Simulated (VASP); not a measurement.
A run of VASP 6.6.1:

The input INCAR:

```
SYSTEM = Hg
  ALGO = Normal
  EDIFF = 1E-7
  EDIFFG = -0.005
  ENCUT = 600
  GGA = PE
  IBRION = 2
  ISIF = 3
  ISMEAR = 0
  IVDW = 12
  LASPH = .TRUE.
  LCHARG = .FALSE.
  LREAL = .FALSE.
  LWAVE = .FALSE.
  NELM = 100
  NSW = 100
  PREC = Accurate
  SIGMA = 0.1
```

File KPOINTS:

```
k-points
0
G
  15 15 4
  0 0 0
```

POSCAR

```
Hg
1.0
    3.3374995849      0.0000000000      0.0000000000
   -1.6687497925      2.8903594256      0.0000000000
    0.0000000000      0.0000000000     10.5882697211
Hg
4
Direct
    0.0000000000      0.0000000000      0.0000000000
    0.3333333333      0.6666666667      0.2500000000
    0.0000000000      0.0000000000      0.5000000000
    0.6666666667      0.3333333333      0.7500000000
```

Potentials or basis: VASP PAW PBE potentials, release 64 (Hg).

The run is started by

```bash
$ cat potpaw_PBE.64/Hg/POTCAR > POTCAR
$ mpirun -np 1 vasp_std > vasp.out
```

Hardware: 1 thread of Intel(R) Xeon(R) 6975P-C (Granite Rapids), with other jobs on the host.

Q: Estimate the wall time of this run.

A: Run time: 5.2 min on 1 thread of Intel(R) Xeon(R) 6975P-C (Granite Rapids), on a shared host, peak memory 0.4 GiB. Counts: scf iterations 28, k points 81, ion steps 3.
